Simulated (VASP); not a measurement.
# Mg2BeSeO2 (Pmmm) in VASP: notebook

The runs below take Mg2BeSeO2 through single point, relaxation of cell and atoms, with PBE.

Everything below comes from runs of VASP 6.6.1. Logs are shortened: lines on timing, memory, paths and dates and some standing lists are left out, and cuts for length are marked.

### Step 1. The cell of the first run

The structure is orthorhombic, space group Pmmm (No. 47). The conventional cell has a = 2.869 Å, b = 5.883 Å, c = 6.142 Å, α = 90.00°, β = 90.00°, γ = 90.00°. Within 2.6 Å of Mg (site symmetry m2m) lie 2 O at 1.98 Å. Within 1.9 Å of Be (site symmetry mmm) lie 2 O at 1.43 Å. Se (site symmetry mmm) has 2 Se at 2.87 Å and 2 Be at 2.94 Å and 6 O at 3.07 to 3.27 Å and 8 Mg at 3.65 Å within 3.8 Å. Within 2.6 Å of O (site symmetry mmm) lie 4 Mg at 1.98 Å. Within 1.9 Å of O (site symmetry mmm) lie 2 Be at 1.43 Å.

### Step 2. Single point, PBE

Input file INCAR:

```
PREC     = Accurate       # precision mode
ENCUT    = 520            # plane-wave cutoff, eV
EDIFF    = 1E-6           # SCF threshold, eV
ISMEAR   = 0              # smearing method
SIGMA    = 0.1            # smearing width, eV
LREAL    = False          # projectors in reciprocal space
LASPH    = True           # aspherical terms in the spheres
NELM     = 60             # most SCF steps
ALGO     = Normal         # electronic algorithm
ISIF     = 2              # what is computed and relaxed
LWAVE    = False          # write WAVECAR
LCHARG   = False          # write CHGCAR
GGA      = PE             # functional
NBANDS   = 21             # bands
```

Input file KPOINTS:

```
Automatic mesh
0
Gamma
  10 10 6
```

Input file POSCAR:

```
Mg2BeSeO2
1.0
    2.8689376457      0.0000000000      0.0000000000
    0.0000000000      6.1419811183      0.0000000000
    0.0000000000      0.0000000000      5.8833608927
Mg Be Se O
2 1 1 2
Direct
    0.0000000000      0.0000000000      0.7314417257
    0.0000000000      0.0000000000      0.2685582743
    0.5000000000      0.5000000000      0.0000000000
    0.5000000000      0.5000000000      0.5000000000
    0.5000000000      0.0000000000      0.5000000000
    0.0000000000      0.5000000000      0.0000000000
```

Potentials or basis: VASP PAW PBE potentials, release 64 (Mg, Be, Se, O).

Command:

```bash
$ cat potpaw_PBE.64/Mg/POTCAR potpaw_PBE.64/Be/POTCAR potpaw_PBE.64/Se/POTCAR potpaw_PBE.64/O/POTCAR > POTCAR
$ mpirun -np 1 vasp_std > vasp.out
```

OUTCAR:

```text
PREC = Accurate
   ENCUT = 520
   EDIFF = 1E-6
   ISMEAR = 0
   LREAL = False
   LASPH = True
   NELM = 60
   ISIF = 2
   GGA = PE

 ion  position               nearest neighbor table
   1  0.000  0.000  0.731-   5 1.98   5 1.98   2 2.72   2 3.16
   2  0.000  0.000  0.269-   5 1.98   5 1.98   1 2.72   1 3.16
   3  0.500  0.500  0.000-   6 1.43   6 1.43
   4  0.500  0.500  0.500-
   5  0.500  0.000  0.500-   1 1.98   2 1.98   1 1.98   2 1.98
   6  0.000  0.500  0.000-   3 1.43   3 1.43

  LATTYP: Found a simple orthorhombic cell.
 ALAT       =     2.8689376457
 B/A-ratio  =     2.0507106181
 C/A-ratio  =     2.1408555629

  Lattice vectors:

 A1 = (  -2.8689376457,   0.0000000000,   0.0000000000)
 A2 = (   0.0000000000,   0.0000000000,   5.8833608927)
 A3 = (   0.0000000000,   6.1419811183,   0.0000000000)

Analysis of symmetry for initial positions (statically):
=====================================================================
 Subroutine PRICEL returns:
 Original cell was already a primitive cell.

 Routine SETGRP: Setting up the symmetry group for a
 simple orthorhombic supercell.

 Subroutine GETGRP returns: Found  8 space group operations
 (whereof  8 operations were pure point group operations)
 out of a pool of  8 trial point group operations.

The static configuration has the point symmetry D_2h.

Analysis of symmetry for dynamics (positions and initial velocities):
=====================================================================
 Subroutine PRICEL returns:
 Original cell was already a primitive cell.

 Routine SETGRP: Setting up the symmetry group for a
 simple orthorhombic supercell.

 Subroutine GETGRP returns: Found  8 space group operations
 (whereof  8 operations were pure point group operations)
 out of a pool of  8 trial point group operations.

The dynamic configuration has the point symmetry D_2h.

 Subroutine INISYM returns: Found  8 space group operations
 (whereof  8 operations are pure point group operations),
 and found     1 'primitive' translations

----------------------------------------------------------------------------------------

                                     Primitive cell

  volume of cell :     103.6705

  direct lattice vectors                    reciprocal lattice vectors
     2.868937646  0.000000000  0.000000000     0.348561079  0.000000000  0.000000000
     0.000000000  6.141981118  0.000000000     0.000000000  0.162813916  0.000000000
     0.000000000  0.000000000  5.883360893     0.000000000  0.000000000  0.169970875

[... 90 lines left out ...]
   NELM   =     60;   NELMIN=  2; NELMDL= -5     # of ELM steps
   EDIFF  = 0.1E-05   stopping-criterion for ELM
   LREAL  =      F    real-space projection
   EDIFFG = 0.1E-04   stopping-criterion for IOM
   NSW    =      0    number of steps for IOM
   IBRION =     -1    ionic relax: 0-MD 1-quasi-New 2-CG
   NFREE  =      0    steps in history (QN), initial steepest desc. (CG)
   ISIF   =      2    stress and relaxation
   ISYM   =      2    0-nonsym 1-usesym 2-fastsym
   POTIM  = 0.5000    time-step for ionic-motion
   TEBEG  =    0.0;   TEEND  =   0.0 temperature during run
   PSTRESS=    0.0 pullay stress
   NELECT =      24.0000    total number of electrons
   NUPDOWN=      -1.0000    fix difference up-down
   EMIN   =  10.00;   EMAX   =-10.00  energy-range for DOS
   EFERMI =   0.00;   METHOD = LEGACY
   ISMEAR =     0;   SIGMA  =   0.10  broadening in eV -4-tet -1-fermi 0-gaus
   EFERMI_NEDOS =   21; number of points for ismear=-14 and -15
   IALGO  =     38    algorithm
   IMIX   =      4    mixing-type and parameters
     AMIX     =   0.40;   BMIX     =  1.00
     AMIX_MAG =   1.60;   BMIX_MAG =  1.00
  volume/ion in A,a.u.               =      17.28       116.60
  Fermi-wavevector in a.u.,A,eV,Ry     =   1.005218  1.899586 13.748185  1.010463
  Thomas-Fermi vector in A             =   2.137883
   LORBIT       =      0    0 simple, 1 ext, 2 COOP (PROOUT), +10 PAW based schemes
   GGA     = PE    functional components
   LHFCALC =     F    Hartree Fock is set to
   AEXX    =    0.0000 exact exchange contribution
   IVDW    =     0    specifies the selected vdW correction
   LEPSILON=     F    determine dielectric tensor
   LRPA    =     F    only Hartree local field effects (RPA)
 non-spin polarized calculation
 Gauss-broadening in eV      SIGMA  =   0.10
  energy-cutoff  :      520.00
  volume of cell :      103.67
 maximum number of plane-waves:      2826
 NGX is ok and might be reduce to    24
   NGX = 11   NGY = 23   NGZ = 21

 number of electron      24.0000004 magnetization

 Free energy of the ion-electron system (eV)
  ---------------------------------------------------
  ext. energy  EPLUGINS =         0.00000000
  ---------------------------------------------------
  free energy    TOTEN  =       -27.74352305 eV

  energy without entropy =      -27.73184328  energy(sigma->0) =      -27.73768317

 E-fermi :   2.1119     XC(G=0):  -8.7466

 val. band max:        2.1052142741   @ k =   0.5000   0.3000   0.3333
 cond. band min:       2.1151193619   @ k =   0.3000   0.1000   0.0000
 fundamental gap:      0.0099050879
 Fermi energy:         2.1118832758

 k-point     1 :       0.0000    0.0000    0.0000
  band No.  band energies     occupation
      1     -16.3355      2.00000
      2     -15.9584      2.00000
      3     -10.5899      2.00000
      4      -3.7278      2.00000
      5      -3.2579      2.00000
      6      -2.8021      2.00000
[... 565 lines left out ...]
     20       9.4174      0.00000
     21       9.6723      0.00000

 [... further k-points ...]
[... 5 lines left out ...]
  --------------------------------------------------------------------------------------
  -------------------------------------------------------------------------------------
  Total       -0.3135921     -0.0614619     -0.1049444      0.0000000      0.0000000     -0.0000000
  in kB       -4.8464146     -0.9498635     -1.6218660      0.0000000      0.0000000     -0.0000000
  external PRESSURE =      -2.4727147 kB  Pullay stress =       0.0000000 kB

 VOLUME and BASIS-vectors are now :
 -----------------------------------------------------------------------------
  energy-cutoff  :      520.00
  volume of cell :      103.67
      direct lattice vectors                 reciprocal lattice vectors
     2.868937646  0.000000000  0.000000000     0.348561079  0.000000000  0.000000000
     0.000000000  6.141981118  0.000000000     0.000000000  0.162813916  0.000000000
     0.000000000  0.000000000  5.883360893     0.000000000  0.000000000  0.169970875

 POSITION                                       TOTAL-FORCE (eV/Angst)
 -----------------------------------------------------------------------------------
      0.00000      0.00000      4.30334         0.000000     -0.000000     -0.003898
      0.00000      0.00000      1.58003         0.000000      0.000000      0.003898
      1.43447      3.07099      0.00000         0.000000     -0.000000      0.000000
      1.43447      3.07099      2.94168         0.000000     -0.000000      0.000000
      1.43447      0.00000      2.94168         0.000000     -0.000000      0.000000
      0.00000      3.07099      0.00000         0.000000     -0.000000      0.000000
 -----------------------------------------------------------------------------------
    total drift:                                0.000000     -0.000000     -0.000000

  FREE ENERGIE OF THE ION-ELECTRON SYSTEM (eV)
  ---------------------------------------------------
  free  energy   TOTEN  =       -27.7435230521 eV

  energy  without entropy=      -27.7318432810  energy(sigma->0) =      -27.73768317
```

stdout:

```text
POSCAR found type information on POSCAR MgBeSeO
 POSCAR found :  4 types and       6 ions
 scaLAPACK will be used
 LDA part: xc-table for (Slater+PW92), standard interpolation
 POSCAR, INCAR and KPOINTS ok, starting setup
 FFT: planning ... GRIDC
 FFT: planning ... GRID_SOFT
 FFT: planning ... GRID
 WAVECAR not read
 entering main loop
```

Wall time 3.3 min (1 thread of Intel Xeon Platinum 8488C (Sapphire Rapids), shared host); peak memory 0.47 GiB.

What came out:

```yaml
Free_energy: -27.7435 eV
Pressure: -0.2 GPa
Largest_force: 0.004 eV/Å
Band_gap_on_the_k_mesh: zero (band 12 reaches 2.77 eV, above the bottom of band 13 at 1.91 eV)
```

Forces in eV/Å, atoms in the order of the input:
```
Mg   0.000  0.000 -0.004
Mg   0.000  0.000  0.004
Be   0.000  0.000  0.000
Se   0.000  0.000  0.000
O    0.000  0.000  0.000
O    0.000  0.000  0.000
```

### Step 3. Relaxation of cell and atoms, PBE

This run uses another cell than the first one, of 15.08 Å³/atom, 0.873 times its volume.

Input file INCAR:

```
PREC = Accurate
ENCUT = 600
EDIFF = 1E-7
ISMEAR = 0
SIGMA = 0.1
LREAL = False
LASPH = True
NELM = 60
ALGO = Normal
ISIF = 3
LWAVE = False
LCHARG = False
GGA = PE
IBRION = 2
NSW = 100
EDIFFG = -0.01
```

KPOINTS is that of step 2.

Input file POSCAR:

```
Mg2BeSeO2
1.0
    3.4955735300      0.0000000000      0.0000000000
    0.0000000000      3.8784643400      0.0000000000
    0.0000000000      0.0000000000      6.6743020000
Mg Be Se O
2 1 1 2
Direct
    0.0000000000      0.0000000000      0.7470539800
    0.0000000000      0.0000000000      0.2529460200
    0.5000000000      0.5000000000      0.0000000000
    0.5000000000      0.5000000000      0.5000000000
    0.5000000000      0.0000000000      0.5000000000
    0.0000000000      0.5000000000      0.0000000000
```

Potentials or basis: VASP PAW PBE potentials, release 64 (Mg, Be, Se, O).

Command:

```bash
$ cat potpaw_PBE.64/Mg/POTCAR potpaw_PBE.64/Be/POTCAR potpaw_PBE.64/Se/POTCAR potpaw_PBE.64/O/POTCAR > POTCAR
$ mpirun -np 1 vasp_std > vasp.out
```

OUTCAR:

```text
PREC = Accurate
   ENCUT = 600
   EDIFF = 1E-7
   ISMEAR = 0
   LREAL = False
   LASPH = True
   NELM = 60
   ISIF = 3
   GGA = PE
   IBRION = 2
   NSW = 100
   EDIFFG = -0.01

 ion  position               nearest neighbor table
   1  0.000  0.000  0.747-   5 2.40   5 2.40   6 2.57   6 2.57   4 3.09   4 3.09   4 3.09   4 3.09
                             2 3.30   2 3.38
   2  0.000  0.000  0.253-   5 2.40   5 2.40   6 2.57   6 2.57   4 3.09   4 3.09   4 3.09   4 3.09
                             1 3.30   1 3.38
   3  0.500  0.500  0.000-   6 1.75   6 1.75
   4  0.500  0.500  0.500-   5 1.94   5 1.94   1 3.09   1 3.09   2 3.09   2 3.09   1 3.09   2 3.09
                             1 3.09   2 3.09
   5  0.500  0.000  0.500-   4 1.94   4 1.94   1 2.40   2 2.40   1 2.40   2 2.40
   6  0.000  0.500  0.000-   3 1.75   3 1.75   1 2.57   1 2.57   2 2.57   2 2.57

  LATTYP: Found a simple orthorhombic cell.
 ALAT       =     3.4955735300
[... 203 lines left out ...]
  external PRESSURE =     -31.9749023 kB  Pullay stress =       0.0000000 kB
[... 1022 lines left out ...]
      5      -2.3168      2.00000
      6      -0.8593      2.00000
[... 8 lines left out ...]
     15       8.7281      0.00000
     16       9.4169      0.00000

 [... further k-points ...]

[... ionic steps 4 to 16 ...]

--------------------------------------- Ionic step       17  -------------------------------------------

 number of electron      23.9999984 magnetization

------------------------ aborting loop because EDIFF is reached ----------------------------------------
[... 75 lines left out ...]
--------------------------------------- Ionic step       19  -------------------------------------------

 number of electron      23.9999984 magnetization

 Free energy of the ion-electron system (eV)
  ---------------------------------------------------
  ext. energy  EPLUGINS =         0.00000000
  ---------------------------------------------------
  free energy    TOTEN  =       -27.57552839 eV

  energy without entropy =      -27.56760076  energy(sigma->0) =      -27.57156458

 E-fermi :   3.6126     XC(G=0):  -9.4059

 val. band max:        3.5977488156   @ k =   0.2000   0.2000   0.0000
 cond. band min:       3.6265475934   @ k =   0.3000   0.5000   0.1667
 fundamental gap:      0.0287987778
 Fermi energy:         3.6126145787
[... 489 lines left out ...]
  FREE ENERGIE OF THE ION-ELECTRON SYSTEM (eV)
  ---------------------------------------------------
  free  energy   TOTEN  =       -27.5755283942 eV

  energy  without entropy=      -27.5676007597  energy(sigma->0) =      -27.57156458

 reached required accuracy - stopping structural energy minimisation
```

OSZICAR:

```text
N       E                     dE             d eps       ncg     rms          rms(c)
DAV:   1     0.132172247359E+03    0.13217E+03   -0.11770E+04  4608   0.144E+03
DAV:   2    -0.156006378674E+02   -0.14777E+03   -0.14516E+03  6280   0.256E+02
DAV:   3    -0.282353826068E+02   -0.12635E+02   -0.12507E+02  5952   0.871E+01
[... 203 lines left out ...]
DAV:   2    -0.275755374734E+02    0.25649E-04   -0.68812E-05  5760   0.661E-02    0.174E-02
DAV:   3    -0.275755308800E+02    0.65934E-05   -0.90756E-06  6280   0.238E-02    0.898E-03
DAV:   4    -0.275755285242E+02    0.23557E-05   -0.46085E-06  5976   0.155E-02    0.173E-03
DAV:   5    -0.275755284235E+02    0.10078E-06   -0.29923E-07  5120   0.424E-03    0.974E-04
DAV:   6    -0.275755283942E+02    0.29221E-07   -0.61284E-08  2592   0.191E-03
  19 F= -.27575528E+02 E0= -.27571565E+02  d E =-.396036E-04
```

It took 47 min on 1 thread of Intel Xeon Platinum 8488C (Sapphire Rapids), shared host; peak memory 0.46 GiB.

Results:

```yaml
Free_energy: -27.5755 eV
Relaxed_volume: 15.06 Å³/atom
Relaxed_cell: a = 2.930 Å, b = 5.239 Å, c = 5.885 Å, α = 90.00°, β = 90.00°, γ = 90.00°
Space_group_after_relaxing_to_0.05_Å: Pmmm (No. 47)
Energy_gained_by_relaxing: 476.2 meV/atom
Ionic_steps: 19
Pressure_after_relaxing: 0.0 GPa
Band_gap_on_the_k_mesh: zero (band 12 reaches 4.81 eV, above the bottom of band 13 at 3.10 eV)
```

The path:
| step | energy change (eV) | largest force (eV/Å) | pressure (GPa) | volume (Å³) |
| --- | --- | --- | --- | --- |
| 1 | 0.0000 | 0.3268 | -3.20 | 90.49 |
| 2 | -1.3022 | 0.0158 | -1.41 | 86.08 |
| 3 | 0.8923 | 0.3858 | 48.42 | 69.01 |
| 4 | -1.9467 | 0.0839 | 3.28 | 82.20 |
| 5 | -1.8613 | 0.0569 | 19.44 | 75.36 |
| 6 | -2.1706 | 0.1866 | 8.86 | 79.15 |
| 7 | -2.1117 | 0.1104 | 14.00 | 77.11 |
| 8 | -2.6039 | 0.8127 | 7.03 | 83.16 |
| 9 | -2.6136 | 0.9352 | 5.90 | 84.43 |
| 10 | -2.8070 | 0.6565 | -0.59 | 88.56 |
| 11 | -2.8071 | 0.6654 | -0.42 | 88.43 |
| 12 | -2.8373 | 0.3331 | 0.20 | 88.50 |
| 13 | -2.8492 | 0.0346 | 1.00 | 88.58 |
| 14 | -2.8556 | 0.0057 | 0.29 | 89.66 |
| 15 | -2.8567 | 0.0348 | -0.18 | 90.41 |
| 16 | -2.8568 | 0.0326 | -0.15 | 90.36 |
| 17 | -2.8569 | 0.0072 | 0.08 | 90.30 |
| 18 | -2.8570 | 0.0134 | 0.03 | 90.31 |
| 19 | -2.8570 | 0.0018 | 0.02 | 90.33 |

Final structure:
```xyz
6
Lattice="2.9301 0.0000 0.0000 0.0000 5.2392 0.0000 0.0000 0.0000 5.8845" Properties=species:S:1:pos:R:3 pbc="T T T"
Mg    2.9301    5.2392    4.3449
Mg    2.9301    0.0000    1.5397
Be    1.4650    2.6196    0.0000
Se    1.4650    2.6196    2.9423
O     1.4650    0.0000    2.9423
O     0.0000    2.6196    0.0000
```

Levels at points of the mesh, in eV from the Fermi level:
| k point | band 10 | band 11 | band 12 | band 13 | band 14 | band 15 |
| --- | --- | --- | --- | --- | --- | --- |
| (0.00, 0.00, 0.00) | -3.06 | -1.03 | 0.41 | 2.72 | 3.04 | 3.87 |
| (0.50, 0.00, 0.00) | -3.46 | -1.50 | 1.04 | 1.27 | 1.56 | 3.42 |
| (0.00, 0.50, 0.00) | -2.65 | -1.25 | -0.92 | 1.43 | 2.33 | 2.60 |
| (0.50, 0.50, 0.00) | -3.36 | -1.81 | -1.27 | 0.75 | 2.37 | 4.96 |
| (0.00, 0.00, 0.50) | -2.83 | -1.45 | 0.33 | 1.39 | 2.69 | 2.99 |
| (0.50, 0.00, 0.50) | -2.71 | -0.75 | 1.01 | 1.42 | 2.06 | 2.61 |
| (0.00, 0.50, 0.50) | -3.31 | -3.04 | -0.48 | 2.11 | 2.58 | 2.97 |
| (0.50, 0.50, 0.50) | -2.79 | -1.00 | -0.93 | 0.65 | 2.17 | 3.90 |
